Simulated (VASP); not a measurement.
# Si (Fd-3m) in VASP: further runs

The runs below take Si through single point, relaxation of cell and atoms, with LDA.

Everything below comes from runs of VASP 6.6.1. Logs are shortened: lines on timing, memory, paths and dates and some standing lists are left out, and cuts for length are marked.

## (1) The cell of the first run

It takes space group Fd-3m (No. 227, cubic). Conventional cell: a = 5.402 Å, b = 5.402 Å, c = 5.402 Å, α = 90.00°, β = 90.00°, γ = 90.00°. Si (site symmetry -43m) has 4 Si at 2.34 Å within 3.1 Å.

## (2) Single point, LDA

INCAR

```
  ALGO = Normal
  EDIFF = 1E-6
  ENCUT = 500
  GGA_COMPAT = F
  ISIF = 2
  ISMEAR = 0
  LASPH = T
  LCHARG = F
  LREAL = F
  LWAVE = F
  NBANDS = 11
  NELM = 120
  PREC = Accurate
  SIGMA = 0.05
```

KPOINTS

```
k-points
0
Gamma
  8 8 8
```

POSCAR

```
Si
1.0
    0.0000000000      2.7010436185      2.7010436185
    2.7010436185      0.0000000000      2.7010436185
    2.7010436185      2.7010436185      0.0000000000
Si
2
Direct
    0.0000000000      0.0000000000      0.0000000000
    0.2500000000      0.2500000000      0.2500000000
```

Potentials or basis: VASP PAW LDA potentials, release 64 (Si).

Started as:

```
cat potpaw_LDA.64/Si/POTCAR > POTCAR
mpirun -np 1 vasp_std > vasp.out
```

OUTCAR:

```text
EDIFF = 1E-6
   ENCUT = 500
   ISIF = 2
   ISMEAR = 0
   LASPH = T
   LREAL = F
   NELM = 120
   PREC = Accurate

 ion  position               nearest neighbor table
   1  0.000  0.000  0.000-   2 2.34   2 2.34   2 2.34   2 2.34
   2  0.250  0.250  0.250-   1 2.34   1 2.34   1 2.34   1 2.34

  LATTYP: Found a face centered cubic cell.
 ALAT       =     5.4020872370

  Lattice vectors:

 A1 = (   0.0000000000,   2.7010436185,   2.7010436185)
 A2 = (   2.7010436185,   0.0000000000,   2.7010436185)
 A3 = (   2.7010436185,   2.7010436185,   0.0000000000)

Analysis of symmetry for initial positions (statically):
=====================================================================
 Subroutine PRICEL returns:
 Original cell was already a primitive cell.

 Routine SETGRP: Setting up the symmetry group for a
 face centered cubic supercell.

 Subroutine GETGRP returns: Found 48 space group operations
 (whereof 24 operations were pure point group operations)
 out of a pool of 48 trial point group operations.

The static configuration has the point symmetry T_d .
 The point group associated with its full space group is O_h .

Analysis of symmetry for dynamics (positions and initial velocities):
=====================================================================
 Subroutine PRICEL returns:
 Original cell was already a primitive cell.

 Routine SETGRP: Setting up the symmetry group for a
 face centered cubic supercell.

 Subroutine GETGRP returns: Found 48 space group operations
 (whereof 24 operations were pure point group operations)
 out of a pool of 48 trial point group operations.

The dynamic configuration has the point symmetry T_d .
 The point group associated with its full space group is O_h .

 Subroutine INISYM returns: Found 48 space group operations
 (whereof 24 operations are pure point group operations),
 and found     1 'primitive' translations

----------------------------------------------------------------------------------------

                                     Primitive cell

  volume of cell :      39.4117

  direct lattice vectors                    reciprocal lattice vectors
     0.000000000  2.701043618  2.701043618    -0.185113634  0.185113634  0.185113634
     2.701043618  0.000000000  2.701043618     0.185113634 -0.185113634  0.185113634
     2.701043618  2.701043618  0.000000000     0.185113634  0.185113634 -0.185113634

  length of vectors
     3.819852518  3.819852518  3.819852518     0.320626219  0.320626219  0.320626219

  position of ions in fractional coordinates (direct lattice)
     0.000000000  0.000000000  0.000000000
     0.250000000  0.250000000  0.250000000

  ion indices of the primitive-cell ions
   primitive index   ion index
                 1           1
                 2           2

----------------------------------------------------------------------------------------

 KPOINTS: k-points

Automatic generation of k-mesh.
 Grid dimensions read from file:
 generate k-points for:    8    8    8

 Generating k-lattice:

  Cartesian coordinates                     Fractional coordinates (reciprocal lattice)
    -0.023139204  0.023139204  0.023139204     0.125000000  0.000000000  0.000000000
     0.023139204 -0.023139204  0.023139204     0.000000000  0.125000000  0.000000000
     0.023139204  0.023139204 -0.023139204     0.000000000  0.000000000  0.125000000

  Length of vectors
     0.040078277  0.040078277  0.040078277

  Shift w.r.t. Gamma in fractional coordinates (k-lattice)
     0.000000000  0.000000000  0.000000000

 Subroutine IBZKPT returns following result:
 ===========================================

 Found     29 irreducible k-points:

 Following reciprocal coordinates:
            Coordinates               Weight
  0.000000  0.000000  0.000000      1.000000
  0.125000  0.000000  0.000000      8.000000
  0.250000  0.000000  0.000000      8.000000
  0.375000  0.000000  0.000000      8.000000
  0.500000  0.000000  0.000000      4.000000
  0.125000  0.125000  0.000000      6.000000
[... 16 lines left out ...]
  0.500000  0.250000  0.125000     48.000000
 -0.375000  0.250000  0.125000     24.000000
 [... further k-points ...]
   k-points           NKPTS =     29   k-points in BZ     NKDIM =     29   number of bands    NBANDS=     11
   number of dos      NEDOS =    301   number of ions     NIONS =      2
   total plane-waves  NPLWV =  21952
   dimension x,y,z NGX =    28 NGY =   28 NGZ =   28
   dimension x,y,z NGXF=    56 NGYF=   56 NGZF=   56
   ions per type =               2
   NGX,Y,Z   is equivalent  to a cutoff of  12.19, 12.19, 12.19 a.u.
   NGXF,Y,Z  is equivalent  to a cutoff of  24.37, 24.37, 24.37 a.u.
 SYSTEM =  unknown system
   PREC   = accura    normal or accurate (medium, high low for compatibility)
   ISTART =      0    job   : 0-new  1-cont  2-samecut
   ICHARG =      2    charge: 1-file 2-atom 10-const
   ISPIN  =      1    spin polarized calculation?
   LNONCOLLINEAR =      F non collinear calculations
   LSORBIT =      F    spin-orbit coupling
   LASPH  =      T    aspherical Exc in radial PAW
   ENCUT  =  500.0 eV  36.75 Ry    6.06 a.u.   6.96  6.96  6.96*2*pi/ulx,y,z
   NELM   =    120;   NELMIN=  2; NELMDL= -5     # of ELM steps
   EDIFF  = 0.1E-05   stopping-criterion for ELM
   LREAL  =      F    real-space projection
   EDIFFG = 0.1E-04   stopping-criterion for IOM
   NSW    =      0    number of steps for IOM
   IBRION =     -1    ionic relax: 0-MD 1-quasi-New 2-CG
   NFREE  =      0    steps in history (QN), initial steepest desc. (CG)
   ISIF   =      2    stress and relaxation
   ISYM   =      2    0-nonsym 1-usesym 2-fastsym
   POTIM  = 0.5000    time-step for ionic-motion
   TEBEG  =    0.0;   TEEND  =   0.0 temperature during run
   PSTRESS=    0.0 pullay stress
   NELECT =       8.0000    total number of electrons
   NUPDOWN=      -1.0000    fix difference up-down
   EMIN   =  10.00;   EMAX   =-10.00  energy-range for DOS
   EFERMI =   0.00;   METHOD = LEGACY
   ISMEAR =     0;   SIGMA  =   0.05  broadening in eV -4-tet -1-fermi 0-gaus
   EFERMI_NEDOS =   21; number of points for ismear=-14 and -15
   IALGO  =     38    algorithm
   IMIX   =      4    mixing-type and parameters
     AMIX     =   0.40;   BMIX     =  1.00
     AMIX_MAG =   1.60;   BMIX_MAG =  1.00
  volume/ion in A,a.u.               =      19.71       132.98
  Fermi-wavevector in a.u.,A,eV,Ry     =   0.962121  1.818146 12.594610  0.925678
  Thomas-Fermi vector in A             =   2.091553
   LORBIT       =      0    0 simple, 1 ext, 2 COOP (PROOUT), +10 PAW based schemes
   GGA     = CA    functional components
   LHFCALC =     F    Hartree Fock is set to
   AEXX    =    0.0000 exact exchange contribution
   IVDW    =     0    specifies the selected vdW correction
   LEPSILON=     F    determine dielectric tensor
   LRPA    =     F    only Hartree local field effects (RPA)
 non-spin polarized calculation
 Gauss-broadening in eV      SIGMA  =   0.05
  energy-cutoff  :      500.00
  volume of cell :       39.41
 maximum number of plane-waves:      1012
   NGX = 13   NGY = 13   NGZ = 13

 number of electron       8.0000001 magnetization

 Free energy of the ion-electron system (eV)
  ---------------------------------------------------
  ext. energy  EPLUGINS =         0.00000000
  ---------------------------------------------------
  free energy    TOTEN  =       -11.91552822 eV

  energy without entropy =      -11.91552822  energy(sigma->0) =      -11.91552822

 E-fermi :   6.1725     XC(G=0):  -9.6648

 val. band max:        5.9342390324   @ k =   0.0000   0.0000   0.0000
 cond. band min:       6.4236982992   @ k =   0.3750   0.3750   0.0000
 fundamental gap:      0.4894592668
 Fermi energy:         6.1725487116

 k-point     1 :       0.0000    0.0000    0.0000
  band No.  band energies     occupation
      1      -6.1323      2.00000
      2       5.9342      2.00000
      3       5.9342      2.00000
      4       5.9342      2.00000
      5       8.4643      0.00000
      6       8.4643      0.00000
      7       8.4643      0.00000
      8       9.3255      0.00000
      9      13.6693      0.00000
     10      13.6693      0.00000
     11      13.6781      0.00000

 k-point     2 :       0.1250    0.0000    0.0000
  band No.  band energies     occupation
      1      -5.9253      2.00000
      2       4.3170      2.00000
      3       5.6401      2.00000
      4       5.6401      2.00000
      5       8.4019      0.00000
      6       8.8949      0.00000
      7       8.8949      0.00000
      8      10.6569      0.00000
      9      13.1582      0.00000
     10      13.1582      0.00000
     11      14.4921      0.00000

 k-point     3 :       0.2500    0.0000    0.0000
  band No.  band energies     occupation
      1      -5.3208      2.00000
      2       1.9622      2.00000
      3       5.1650      2.00000
      4       5.1650      2.00000
      5       7.9173      0.00000
      6       9.4092      0.00000
      7       9.4092      0.00000
      8      12.8285      0.00000
      9      13.1029      0.00000
     10      13.1029      0.00000
     11      14.7626      0.00000

 k-point     4 :       0.3750    0.0000    0.0000
  band No.  band energies     occupation
      1      -4.4103      2.00000
      2      -0.0860      2.00000
      3       4.8370      2.00000
      4       4.8370      2.00000
      5       7.5489      0.00000
      6       9.3368      0.00000
      7       9.3368      0.00000
      8      13.6465      0.00000
      9      14.5058      0.00000
     10      14.5058      0.00000
     11      15.5631      0.00000

 k-point     5 :       0.5000    0.0000    0.0000
  band No.  band energies     occupation
      1      -3.7534      2.00000
      2      -1.1312      2.00000
      3       4.7252      2.00000
      4       4.7252      2.00000
      5       7.4200      0.00000
      6       9.2186      0.00000
      7       9.2186      0.00000
      8      13.4709      0.00000
      9      16.4920      0.00000
     10      16.4920      0.00000
     11      17.2115      0.00000
[... 211 lines left out ...]
 k-point    21 :       0.5000    0.5000    0.0000
  band No.  band energies     occupation
      1      -1.9309      2.00000
      2      -1.9309      2.00000
      3       3.0394      2.00000
      4       3.0394      2.00000
      5       6.5072      0.00000
      6       6.5072      0.00000
      7      16.0475      0.00000
      8      16.0475      0.00000
      9      16.9061      0.00000
     10      16.9061      0.00000
     11      18.5125      0.00000

 k-point    22 :       0.3750    0.2500    0.1250
  band No.  band energies     occupation
      1      -4.7835      2.00000
      2       1.6234      2.00000
      3       3.1584      2.00000
      4       4.4835      2.00000
      5       8.3137      0.00000
      6       9.8047      0.00000
      7      10.0493      0.00000
      8      11.4191      0.00000
      9      13.7135      0.00000
     10      16.2133      0.00000
     11      16.9133      0.00000

 k-point    23 :       0.5000    0.2500    0.1250
  band No.  band energies     occupation
      1      -3.8792      2.00000
      2       0.0463      2.00000
      3       2.5453      2.00000
      4       3.9683      2.00000
      5       8.7408      0.00000
      6       9.4302      0.00000
      7      10.8990      0.00000
      8      11.8484      0.00000
      9      14.9434      0.00000
     10      15.6217      0.00000
     11      17.8688      0.00000

 k-point    24 :      -0.3750    0.2500    0.1250
  band No.  band energies     occupation
      1      -3.2090      2.00000
      2      -0.9225      2.00000
      3       2.4188      2.00000
      4       3.7326      2.00000
      5       8.9542      0.00000
      6       8.9738      0.00000
      7      11.8263      0.00000
      8      13.0025      0.00000
      9      13.3018      0.00000
     10      16.4672      0.00000
     11      17.6277      0.00000

 [... further k-points ...]

------------------------ aborting loop because EDIFF is reached ----------------------------------------

  FORCE on cell =-STRESS in cart. coord.  units (eV):
  Direction    XX          YY          ZZ          XY          YZ          ZX
  --------------------------------------------------------------------------------------
  -------------------------------------------------------------------------------------
  Total        0.0117085      0.0117085      0.0117085     -0.0000000     -0.0000000     -0.0000000
  in kB        0.4759769      0.4759769      0.4759769     -0.0000000     -0.0000000     -0.0000000
  external PRESSURE =       0.4759769 kB  Pullay stress =       0.0000000 kB

 VOLUME and BASIS-vectors are now :
 -----------------------------------------------------------------------------
  energy-cutoff  :      500.00
  volume of cell :       39.41
      direct lattice vectors                 reciprocal lattice vectors
     0.000000000  2.701043618  2.701043618    -0.185113634  0.185113634  0.185113634
     2.701043618  0.000000000  2.701043618     0.185113634 -0.185113634  0.185113634
     2.701043618  2.701043618  0.000000000     0.185113634  0.185113634 -0.185113634

 POSITION                                       TOTAL-FORCE (eV/Angst)
 -----------------------------------------------------------------------------------
      0.00000      0.00000      0.00000         0.000000      0.000000      0.000000
      1.35052      1.35052      1.35052        -0.000000     -0.000000     -0.000000
 -----------------------------------------------------------------------------------
    total drift:                                0.000000      0.000000     -0.000000

  FREE ENERGIE OF THE ION-ELECTRON SYSTEM (eV)
  ---------------------------------------------------
  free  energy   TOTEN  =       -11.9155282180 eV

  energy  without entropy=      -11.9155282180  energy(sigma->0) =      -11.91552822
```

Wall time 4.7 s (1 thread of AMD EPYC 9R45 (Zen 5), shared host); peak memory 0.1 GiB.

What came out:

- Free energy: -11.9155 eV
- Pressure: 0.0 GPa
- Band gap on the k mesh: 0.49 eV (least direct gap 2.53 eV)

Levels at points of the mesh, in eV from the valence-band top:
```csv
k point,band 2,band 3,band 4,band 5,band 6,band 7
"(0.00, 0.00, 0.00)",0.00,0.00,0.00,2.53,2.53,2.53
"(0.50, 0.00, 0.00)",-7.07,-1.21,-1.21,1.49,3.28,3.28
"(0.50, 0.50, 0.00)",-7.87,-2.89,-2.89,0.57,0.57,10.11
```

A k mesh can miss the band edges.

## (3) Relaxation of cell and atoms, LDA

This run uses another cell than the first one, of 20.02 Å³/atom.

INCAR

```
SYSTEM = Si
ALGO = Normal ; EDIFF = 1E-7
EDIFFG = -0.003 ; ENCUT = 500
GGA_COMPAT = .False. ; IBRION = 2
ISIF = 3 ; ISMEAR = 0
LASPH = .True. ; LCHARG = .False.
LREAL = .False. ; LWAVE = .False.
NELM = 120 ; NELMIN = 4
NSW = 80 ; PREC = Accurate
SIGMA = 0.05
```

KPOINTS

```
k-points
0
Gamma
  8 8 8
  0 0 0
```

POSCAR

```
Si
1.0
    0.0000000000      2.7155000000      2.7155000000
    2.7155000000      0.0000000000      2.7155000000
    2.7155000000      2.7155000000      0.0000000000
Si
2
Direct
    0.0000000000      0.0000000000      0.0000000000
    0.2500000000      0.2500000000      0.2500000000
```

Potentials or basis: VASP PAW LDA potentials, release 64 (Si).

Started as:

```
cat potpaw_LDA.64/Si/POTCAR > POTCAR
mpirun -np 1 vasp_std > vasp.out
```

Run time: 7.6 s. Hardware: 1 thread of AMD EPYC 9R45 (Zen 5), shared host; peak memory 0.1 GiB.

Results (log left out):

- Free energy: -11.9156 eV
- Relaxed volume: 19.72 Å³/atom
- Relaxed cell: a = 3.820 Å, b = 3.820 Å, c = 3.820 Å, α = 60.00°, β = 60.00°, γ = 60.00°
- Space group after relaxing (to 0.1 Å): Fd-3m (No. 227)
- Energy gained by relaxing: 1.4 meV/atom
- Ionic steps: 3
- Pressure after relaxing: 0.0 GPa
- Band gap on the k mesh: 0.49 eV (least direct gap 2.53 eV)

The path:
```csv
step,energy change (eV),largest force (eV/Å),pressure (GPa),volume (Å³)
1,0.0000,0.0000,-1.45,40.05
2,-0.0014,0.0000,1.08,39.00
3,-0.0028,0.0000,0.00,39.43
```

Final structure:
```cif
data_structure
_symmetry_space_group_name_H-M 'P 1'
_symmetry_Int_Tables_number 1
_cell_length_a 3.8205
_cell_length_b 3.8205
_cell_length_c 3.8205
_cell_angle_alpha 60.000
_cell_angle_beta 60.000
_cell_angle_gamma 60.000
_cell_volume 39.43
loop_
_atom_site_label
_atom_site_type_symbol
_atom_site_fract_x
_atom_site_fract_y
_atom_site_fract_z
_atom_site_occupancy
Si1 Si 0.00000 0.00000 0.00000 1
Si2 Si 0.25000 0.25000 0.25000 1
```

Levels at points of the mesh, in eV from the valence-band top:
| k point | band 2 | band 3 | band 4 | band 5 | band 6 | band 7 |
| --- | --- | --- | --- | --- | --- | --- |
| (0.00, 0.00, 0.00) | 0.00 | 0.00 | 0.00 | 2.53 | 2.53 | 2.53 |
| (0.50, 0.00, 0.00) | -7.06 | -1.21 | -1.21 | 1.48 | 3.28 | 3.28 |
| (0.50, 0.50, 0.00) | -7.86 | -2.89 | -2.89 | 0.57 | 0.57 | 10.11 |
